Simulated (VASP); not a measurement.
# SnO2: single point with PBE

Crystal: SnO2.

```
CELL_PARAMETERS angstrom
0.00000 2.53347 2.53347
2.53347 0.00000 2.53347
2.53347 2.53347 0.00000
ATOMIC_POSITIONS crystal
Sn 0.00000 0.00000 0.00000
O 0.25000 0.25000 0.25000
O 0.75000 0.75000 0.75000
```

```json
{"Program": "VASP 6.6.1", "Task": "single point", "Functional": "PBE", "Potentials or basis": "VASP PAW PBE potentials, release 64 (Sn_d, O)", "Cutoff": "520 eV", "k mesh": "6 × 6 × 6", "Occupations": "gaussian, width 0.01 eV", "Spin": "no spin polarisation"}
```

The pressure is 10.0 GPa and the band gap on the k mesh is 0.30 eV, indirect (least direct gap 1.68 eV).

Levels at points of the mesh, in eV from the valence-band top:
```
           k point  band 11  band 12  band 13  band 14  band 15  band 16
(0.00, 0.00, 0.00)    -1.38    -1.38    -1.38     0.30     7.15     7.15
(0.50, 0.00, 0.00)    -3.41    -2.12    -2.12     4.93     8.07    10.48
(0.50, 0.50, 0.00)    -0.18    -0.18    -0.10     3.32     7.28     9.97
```

Wall time 13 s on 1 thread of Intel(R) Xeon(R) Platinum 8259CL CPU @ 2.50GHz (Skylake/Cascade Lake), on a shared host, peak memory 0.15 GiB.

Caveat: spin-orbit coupling is left out, which moves the levels of the heavy elements. A k mesh can miss the band edges.
